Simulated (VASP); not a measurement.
# BeS (F-43m) in VASP: notebook

Runs on BeS. Level: PBE. Tasks: single point.

Everything below comes from runs of VASP 6.6.1. Logs are shortened: lines on timing, memory, paths and dates and some standing lists are left out, and cuts for length are marked.

## Step 1: The cell of the first run

Symmetry: F-43m, No. 216, cubic system. Conventional cell: a = 4.966 Å, b = 4.966 Å, c = 4.966 Å, α = 90.00°, β = 90.00°, γ = 90.00°. Be (site symmetry -43m) has 4 S at 2.15 Å within 2.8 Å. Within 2.8 Å of S (site symmetry -43m) lie 4 Be at 2.15 Å.

## Step 2: Single point, PBE (strain +2.0%)

INCAR reads:

```
SYSTEM = BeS
PREC = Accurate ; ENCUT = 520
EDIFF = 1E-6 ; ISMEAR = -1
SIGMA = 0.02 ; LREAL = .False.
LASPH = .True. ; NELM = 60
ALGO = Normal ; ISIF = 2
LWAVE = .False. ; LCHARG = .True.
GGA = PE ; LELF = .True.
LVHAR = .True. ; NBANDS = 11
```

KPOINTS reads:

```
Automatic mesh
0
Gamma
  10 10 10
  0 0 0
```

POSCAR reads:

```
BeS
1.0
    0.0000000000      2.4829923550      2.4829923550
    2.4829923550      0.0000000000      2.4829923550
    2.4829923550      2.4829923550      0.0000000000
Be S
1 1
Direct
    0.0000000000      0.0000000000      0.0000000000
    0.2500000000      0.2500000000      0.2500000000
```

Potentials or basis: VASP PAW PBE potentials, release 64 (Be, S).

Command:

```console
cat potpaw_PBE.64/Be/POTCAR potpaw_PBE.64/S/POTCAR > POTCAR
mpirun -np 1 vasp_std > vasp.out
```

OUTCAR:

```text
SYSTEM = BeS
   PREC = Accurate
   ENCUT = 520
   EDIFF = 1E-6
   ISMEAR = -1
   LREAL = .False.
   LASPH = .True.
   NELM = 60
   ISIF = 2
   GGA = PE

 ion  position               nearest neighbor table
   1  0.000  0.000  0.000-   2 2.15   2 2.15   2 2.15   2 2.15
   2  0.250  0.250  0.250-   1 2.15   1 2.15   1 2.15   1 2.15

  LATTYP: Found a face centered cubic cell.
 ALAT       =     4.9659847100

  Lattice vectors:

 A1 = (   0.0000000000,   2.4829923550,   2.4829923550)
 A2 = (   2.4829923550,   0.0000000000,   2.4829923550)
 A3 = (   2.4829923550,   2.4829923550,   0.0000000000)

Analysis of symmetry for initial positions (statically):
=====================================================================
 Subroutine PRICEL returns:
 Original cell was already a primitive cell.

 Routine SETGRP: Setting up the symmetry group for a
 face centered cubic supercell.

 Subroutine GETGRP returns: Found 24 space group operations
 (whereof 24 operations were pure point group operations)
 out of a pool of 48 trial point group operations.

The static configuration has the point symmetry T_d .

Analysis of symmetry for dynamics (positions and initial velocities):
=====================================================================
 Subroutine PRICEL returns:
 Original cell was already a primitive cell.

 Routine SETGRP: Setting up the symmetry group for a
 face centered cubic supercell.

 Subroutine GETGRP returns: Found 24 space group operations
 (whereof 24 operations were pure point group operations)
 out of a pool of 48 trial point group operations.

The dynamic configuration has the point symmetry T_d .

 Subroutine INISYM returns: Found 24 space group operations
 (whereof 24 operations are pure point group operations),
 and found     1 'primitive' translations

----------------------------------------------------------------------------------------

                                     Primitive cell

  volume of cell :      30.6165

  direct lattice vectors                    reciprocal lattice vectors
     0.000000000  2.482992355  2.482992355    -0.201369931  0.201369931  0.201369931
     2.482992355  0.000000000  2.482992355     0.201369931 -0.201369931  0.201369931
     2.482992355  2.482992355  0.000000000     0.201369931  0.201369931 -0.201369931

  length of vectors
     3.511481464  3.511481464  3.511481464     0.348782952  0.348782952  0.348782952

  position of ions in fractional coordinates (direct lattice)
     0.000000000  0.000000000  0.000000000
     0.250000000  0.250000000  0.250000000

  ion indices of the primitive-cell ions
   primitive index   ion index
                 1           1
                 2           2

----------------------------------------------------------------------------------------

 KPOINTS: Automatic mesh

Automatic generation of k-mesh.
 Grid dimensions read from file:
 generate k-points for:   10   10   10

 Generating k-lattice:

  Cartesian coordinates                     Fractional coordinates (reciprocal lattice)
    -0.020136993  0.020136993  0.020136993     0.100000000  0.000000000  0.000000000
     0.020136993 -0.020136993  0.020136993     0.000000000  0.100000000  0.000000000
     0.020136993  0.020136993 -0.020136993     0.000000000  0.000000000  0.100000000

  Length of vectors
     0.034878295  0.034878295  0.034878295

  Shift w.r.t. Gamma in fractional coordinates (k-lattice)
     0.000000000  0.000000000  0.000000000

 Subroutine IBZKPT returns following result:
 ===========================================

 Found     47 irreducible k-points:

 Following reciprocal coordinates:
            Coordinates               Weight
  0.000000  0.000000  0.000000      1.000000
  0.100000  0.000000  0.000000      8.000000
  0.200000  0.000000  0.000000      8.000000
  0.300000  0.000000  0.000000      8.000000
  0.400000  0.000000  0.000000      8.000000
  0.500000  0.000000  0.000000      4.000000
[... 16 lines left out ...]
  0.300000  0.300000  0.000000      6.000000
  0.400000  0.300000  0.000000     24.000000
 [... further k-points ...]
   k-points           NKPTS =     47   k-points in BZ     NKDIM =     47   number of bands    NBANDS=     11
   number of dos      NEDOS =    301   number of ions     NIONS =      2
   total plane-waves  NPLWV =  21952
   dimension x,y,z NGX =    28 NGY =   28 NGZ =   28
   dimension x,y,z NGXF=    56 NGYF=   56 NGZF=   56
   ions per type =               1   1
   NGX,Y,Z   is equivalent  to a cutoff of  13.26, 13.26, 13.26 a.u.
   NGXF,Y,Z  is equivalent  to a cutoff of  26.51, 26.51, 26.51 a.u.
 SYSTEM =  BeS
   PREC   = accura    normal or accurate (medium, high low for compatibility)
   ISTART =      0    job   : 0-new  1-cont  2-samecut
   ICHARG =      2    charge: 1-file 2-atom 10-const
   ISPIN  =      1    spin polarized calculation?
   LNONCOLLINEAR =      F non collinear calculations
   LSORBIT =      F    spin-orbit coupling
   LASPH  =      T    aspherical Exc in radial PAW
   ENCUT  =  520.0 eV  38.22 Ry    6.18 a.u.   6.53  6.53  6.53*2*pi/ulx,y,z
   NELM   =     60;   NELMIN=  2; NELMDL= -5     # of ELM steps
   EDIFF  = 0.1E-05   stopping-criterion for ELM
   LREAL  =      F    real-space projection
   EDIFFG = 0.1E-04   stopping-criterion for IOM
   NSW    =      0    number of steps for IOM
   IBRION =     -1    ionic relax: 0-MD 1-quasi-New 2-CG
   NFREE  =      0    steps in history (QN), initial steepest desc. (CG)
   ISIF   =      2    stress and relaxation
   ISYM   =      2    0-nonsym 1-usesym 2-fastsym
   POTIM  = 0.5000    time-step for ionic-motion
   TEBEG  =    0.0;   TEEND  =   0.0 temperature during run
   PSTRESS=    0.0 pullay stress
   NELECT =       8.0000    total number of electrons
   NUPDOWN=      -1.0000    fix difference up-down
   EMIN   =  10.00;   EMAX   =-10.00  energy-range for DOS
   EFERMI =   0.00;   METHOD = LEGACY
   ISMEAR =    -1;   SIGMA  =   0.02  broadening in eV -4-tet -1-fermi 0-gaus
   EFERMI_NEDOS =   21; number of points for ismear=-14 and -15
   IALGO  =     38    algorithm
   IMIX   =      4    mixing-type and parameters
     AMIX     =   0.40;   BMIX     =  1.00
     AMIX_MAG =   1.60;   BMIX_MAG =  1.00
  volume/ion in A,a.u.               =      15.31       103.31
  Fermi-wavevector in a.u.,A,eV,Ry     =   1.046613  1.977812 14.903804  1.095399
  Thomas-Fermi vector in A             =   2.181458
   LORBIT       =      0    0 simple, 1 ext, 2 COOP (PROOUT), +10 PAW based schemes
   GGA     = PE    functional components
   LHFCALC =     F    Hartree Fock is set to
   AEXX    =    0.0000 exact exchange contribution
   IVDW    =     0    specifies the selected vdW correction
   LEPSILON=     F    determine dielectric tensor
   LRPA    =     F    only Hartree local field effects (RPA)
 non-spin polarized calculation
  energy-cutoff  :      520.00
  volume of cell :       30.62
 maximum number of plane-waves:       869
 NGX is ok and might be reduce to    28
   NGX = 13   NGY = 13   NGZ = 13

 number of electron       8.0000001 magnetization

 Free energy of the ion-electron system (eV)
  ---------------------------------------------------
  ext. energy  EPLUGINS =         0.00000000
  ---------------------------------------------------
  free energy    TOTEN  =        -9.98956651 eV

  energy without entropy =       -9.98956651  energy(sigma->0) =       -9.98956651

 E-fermi :   3.9203     XC(G=0):  -9.4404

 val. band max:        3.4672988777   @ k =   0.0000   0.0000   0.0000
 cond. band min:       6.7254327679   @ k =   0.5000   0.5000   0.0000
 fundamental gap:      3.2581338902
 Fermi energy:         3.9203185087

 k-point     1 :       0.0000    0.0000    0.0000
  band No.  band energies     occupation
      1      -9.7691      2.00000
      2       3.4673      2.00000
      3       3.4673      2.00000
      4       3.4673      2.00000
      5       8.7681      0.00000
      6       9.1553      0.00000
      7       9.1553      0.00000
      8       9.1553      0.00000
      9      16.1391      0.00000
     10      16.1391      0.00000
     11      17.7921      0.00000

 k-point     2 :       0.1000    0.0000    0.0000
  band No.  band energies     occupation
      1      -9.6655      2.00000
      2       2.6975      2.00000
      3       3.3491      2.00000
      4       3.3491      2.00000
      5       8.8666      0.00000
      6       9.3738      0.00000
      7       9.3738      0.00000
      8       9.8342      0.00000
      9      15.6550      0.00000
     10      15.6550      0.00000
     11      17.8077      0.00000

 k-point     3 :       0.2000    0.0000    0.0000
  band No.  band energies     occupation
      1      -9.3715      2.00000
      2       1.1723      2.00000
      3       3.0770      2.00000
      4       3.0770      2.00000
      5       8.8320      0.00000
      6       9.8221      0.00000
      7       9.8221      0.00000
      8      11.4033      0.00000
      9      15.1791      0.00000
     10      15.1791      0.00000
     11      17.5529      0.00000

 k-point     4 :       0.3000    0.0000    0.0000
  band No.  band energies     occupation
      1      -8.9478      2.00000
      2      -0.3349      2.00000
      3       2.7944      2.00000
      4       2.7944      2.00000
      5       8.7649      0.00000
      6      10.0847      0.00000
      7      10.0847      0.00000
      8      12.9555      0.00000
      9      15.5696      0.00000
     10      15.5696      0.00000
     11      17.2643      0.00000

 k-point     5 :       0.4000    0.0000    0.0000
  band No.  band energies     occupation
      1      -8.5315      2.00000
      2      -1.4529      2.00000
      3       2.5965      2.00000
      4       2.5965      2.00000
      5       8.7083      0.00000
      6      10.0755      0.00000
      7      10.0755      0.00000
      8      14.0037      0.00000
      9      16.8686      0.00000
     10      16.8686      0.00000
     11      17.5033      0.00000
[... 211 lines left out ...]
 k-point    21 :      -0.3000    0.2000    0.0000
  band No.  band energies     occupation
      1      -8.4120      2.00000
      2      -0.8587      2.00000
      3       0.9092      2.00000
      4       2.4637      2.00000
      5       9.3033      0.00000
      6      11.0187      0.00000
      7      11.0289      0.00000
      8      12.7791      0.00000
      9      14.7212      0.00000
     10      16.7579      0.00000
     11      19.4560      0.00000

 k-point    22 :      -0.2000    0.2000    0.0000
  band No.  band energies     occupation
      1      -8.8047      2.00000
      2      -0.0344      2.00000
      3       1.3387      2.00000
      4       2.8455      2.00000
      5       9.6230      0.00000
      6      10.4506      0.00000
      7      10.7055      0.00000
      8      11.8002      0.00000
      9      14.0657      0.00000
     10      17.4559      0.00000
     11      18.4680      0.00000

 k-point    23 :       0.3000    0.3000    0.0000
  band No.  band energies     occupation
      1      -8.6749      2.00000
      2       0.2256      2.00000
      3       1.6865      2.00000
      4       1.6865      2.00000
      5       7.6255      0.00000
      6       9.4257      0.00000
      7      12.8468      0.00000
      8      12.8468      0.00000
      9      15.0299      0.00000
     10      17.8861      0.00000
     11      20.2163      0.00000

 k-point    24 :       0.4000    0.3000    0.0000
  band No.  band energies     occupation
      1      -8.3480      2.00000
      2      -0.4352      2.00000
      3       1.2405      2.00000
      4       1.4801      2.00000
      5       7.6059      0.00000
      6       9.3209      0.00000
      7      13.2313      0.00000
      8      13.4149      0.00000
      9      16.4753      0.00000
     10      18.5448      0.00000
     11      19.6475      0.00000

 [... further k-points ...]
[... 5 lines left out ...]
  --------------------------------------------------------------------------------------
  -------------------------------------------------------------------------------------
  Total       -0.8748944     -0.8748944     -0.8748944      0.0000000      0.0000000      0.0000000
  in kB      -45.7836130    -45.7836130    -45.7836130      0.0000000      0.0000000      0.0000000
  external PRESSURE =     -45.7836130 kB  Pullay stress =       0.0000000 kB

 VOLUME and BASIS-vectors are now :
 -----------------------------------------------------------------------------
  energy-cutoff  :      520.00
  volume of cell :       30.62
      direct lattice vectors                 reciprocal lattice vectors
     0.000000000  2.482992355  2.482992355    -0.201369931  0.201369931  0.201369931
     2.482992355  0.000000000  2.482992355     0.201369931 -0.201369931  0.201369931
     2.482992355  2.482992355  0.000000000     0.201369931  0.201369931 -0.201369931

 POSITION                                       TOTAL-FORCE (eV/Angst)
 -----------------------------------------------------------------------------------
      0.00000      0.00000      0.00000         0.000000      0.000000      0.000000
      1.24150      1.24150      1.24150        -0.000000     -0.000000     -0.000000
 -----------------------------------------------------------------------------------
    total drift:                                0.000000      0.000000      0.000000

  FREE ENERGIE OF THE ION-ELECTRON SYSTEM (eV)
  ---------------------------------------------------
  free  energy   TOTEN  =        -9.9895665127 eV

  energy  without entropy=       -9.9895665127  energy(sigma->0) =       -9.98956651
```

Run time: 18 s. Hardware: 1 thread of AMD EPYC 7R13 (Zen 3), shared host; peak memory 0.12 GiB.

Results:

```
Free energy            : -9.9896 eV
Pressure               : -4.6 GPa
Band gap on the k mesh : 3.26 eV, indirect (least direct gap 5.30 eV)
```

Levels at points of the mesh, in eV from the valence-band top:
```
           k point  band 1  band 2  band 3  band 4  band 5  band 6  band 7  band 8  band 9
(0.00, 0.00, 0.00)  -13.24    0.00    0.00    0.00    5.30    5.69    5.69    5.69   12.67
(0.50, 0.00, 0.00)  -11.81   -5.35   -0.94   -0.94    5.22    6.57    6.57   10.86   14.57
(0.50, 0.50, 0.00)  -11.34   -4.67   -2.41   -2.41    3.26    4.96   12.21   12.21   14.65
```

Caveat: the cell differs from its parent crystal (strain +2.0%).

[end of part 1 of 2]
